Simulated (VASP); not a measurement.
Write the native input for VASP 6.6.1 that does the following.

- Task: single point
- Functional: PBE
- Potentials or basis: VASP PAW PBE potentials, release 64 (Zr_sv, Nb_sv, Se)
- Cutoff: 520 eV
- k mesh: 4 × 4 × 4
- Occupations: gaussian, width 0.1 eV
- Spin: collinear spin, ferrimagnetic start
- Starting moments: [0.2, 2.21, -0.06, -0.06, -0.09] μB
- Dipole correction: no
- Further INCAR settings: ALGO = Normal; EDIFF = 1e-07; NBANDS = 34

The structure of ZrNbSe3 lies in POSCAR:

```
ZrNbSe3
1.0
    4.6958728548      0.0000000000      0.0000000000
    0.0000000000      4.6958728548      0.0000000000
    0.0000000000      0.0000000000      5.7063818278
Zr Nb Se
1 1 3
Direct
    0.0000000000      0.0000000000      0.5000000000
    0.5000000000      0.5000000000      0.0000000000
    0.0000000000      0.5000000000      0.6894389925
    0.5000000000      0.0000000000      0.3105610075
    0.0000000000      0.0000000000      0.0000000000
```

The input as run:

INCAR

```
PREC = Accurate
ENCUT = 520
EDIFF = 1E-7
ISMEAR = 0
SIGMA = 0.1
LREAL = False
LASPH = True
NELM = 150
ALGO = Normal
ISIF = 2
LWAVE = False
LCHARG = True
ISPIN = 2
MAGMOM = 0.2 2.21 -0.06 -0.06 -0.09
LORBIT = 11
LMAXMIX = 4
GGA = PE
LELF = True
LVHAR = True
NBANDS = 34
```

KPOINTS

```
Automatic mesh
0
Gamma
  4 4 4
```

Potentials or basis: VASP PAW PBE potentials, release 64 (Zr_sv, Nb_sv, Se).

Run with:

```bash
$ cat potpaw_PBE.64/Zr_sv/POTCAR potpaw_PBE.64/Nb_sv/POTCAR potpaw_PBE.64/Se/POTCAR > POTCAR
$ mpirun -np 1 vasp_std > vasp.out
```

Results of the run:

```json
{"Pressure": "0.0 GPa", "Largest force": "0.008 eV/Å", "Net moment": "2.93 μB per cell", "Site moments": "Zr +0.24; Nb +1.97; Se -0.06, -0.07 μB", "Valence electrons inside the program's atomic spheres": "Zr 9.80; Nb 10.50; Se 3.91, 3.81"}
```

Wall time 82 s on 1 thread of Intel(R) Xeon(R) 6975P-C (Granite Rapids) (shared host), peak memory 0.33 GiB.
